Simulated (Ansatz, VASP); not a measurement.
## One calculation of Cd4S3, two programs

```xyz
7
Lattice="4.1300 0.0000 0.0000 -2.0650 3.5767 0.0000 0.0000 0.0000 12.1000" Properties=species:S:1:pos:R:3 pbc="T T T"
Cd    0.0000    0.0000    6.7397
Cd    0.0000    2.3845   10.1096
Cd    0.0000    2.3845    3.3699
Cd    0.0000    0.0000    0.0000
S     0.0000    2.3845    5.9000
S     0.0000    0.0000    9.2686
S     0.0000    0.0000    2.5289
```

Alike in both runs: task relaxation of cell and atoms; functional PBE; k mesh 5 × 5 × 2; occupations gaussian, width 0.2 eV; no spin polarisation.

|  | VASP | Ansatz |
| --- | --- | --- |
| version | VASP 6.6.1 | Ansatz 0.2.0 |
| potentials or method | VASP PAW PBE potentials, release 64 (Cd, S), cutoff 600 eV | scalar-relativistic, plane waves, PAW |
| valence electrons in the cell | 66 | 98 |

```csv
,VASP,Ansatz,Ansatz less VASP
"gap on the k mesh at the Fermi level, each at its own relaxed structure (eV)",0.66,0.69,+0.025
relaxed volume (Å³/atom),26.63,26.39,-0.241
relaxed cell length with the largest relative difference (Å),4.117,4.097,-0.0205
```

VASP's potentials hold 66 valence electrons a cell and Ansatz's 98, so a difference there can come from the potentials and not from the codes.
